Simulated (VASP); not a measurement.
A run of VASP 6.6.1 is set up as follows.

File INCAR:

```
SYSTEM = Ge2CN4
PREC = Accurate
ENCUT = 520
EDIFF = 1E-6
ISMEAR = -1
SIGMA = 0.02
LREAL = .FALSE.
LASPH = .TRUE.
NELM = 80
ALGO = Normal
ISIF = 2
LWAVE = .FALSE.
LCHARG = .FALSE.
GGA = PE
NBANDS = 65
```

Contents of KPOINTS:

```
regular mesh
0
G
  4 8 4
  0 0 0
```

The input POSCAR:

```
Ge2CN4
1.0
    7.6880180720      0.0000000000     -0.0461851873
    0.0000000000      2.9236823969      0.0000000000
   -3.8841505907      0.0000000000      6.2917401645
Ge C N
4 2 8
Direct
    0.5830726418      0.5000000000      0.8300728002
    0.8527662933      0.0000000000      0.2671714562
    0.7910808498      0.0000000000      0.6227473109
    0.3753709373      0.0000000000      0.1503609322
    0.2169243394      0.5000000000      0.4174159422
    0.1832984261      0.5000000000      0.7407131295
    0.3025731384      0.5000000000      0.6430195020
    0.6556015721      0.0000000000      0.3360928641
    0.7546735497      0.5000000000      0.7348857460
    0.6407417120      0.0000000000      0.9855560307
    0.0468022076      0.0000000000      0.6513982132
    1.0042349060      0.5000000000      0.2850915917
    0.3091951352      0.0000000000      0.3682134885
    0.2836642911      0.5000000000     -0.0327390073
```

Potentials or basis: VASP PAW PBE potentials, release 64 (Ge_d, C, N).

Command:

```console
$ cat potpaw_PBE.64/Ge_d/POTCAR potpaw_PBE.64/C/POTCAR potpaw_PBE.64/N/POTCAR > POTCAR
$ mpirun -np 1 vasp_std > vasp.out
```

(1) What does it give for the pressure?

(2) What does it give for the largest force?

(3) Predict the band gap on the k mesh.

Answers

(1) 6.0 GPa.

(2) 0.261 eV/Å.

(3) 1.25 eV (least direct gap 1.29 eV).

Caveat: the cell stands under pressure.
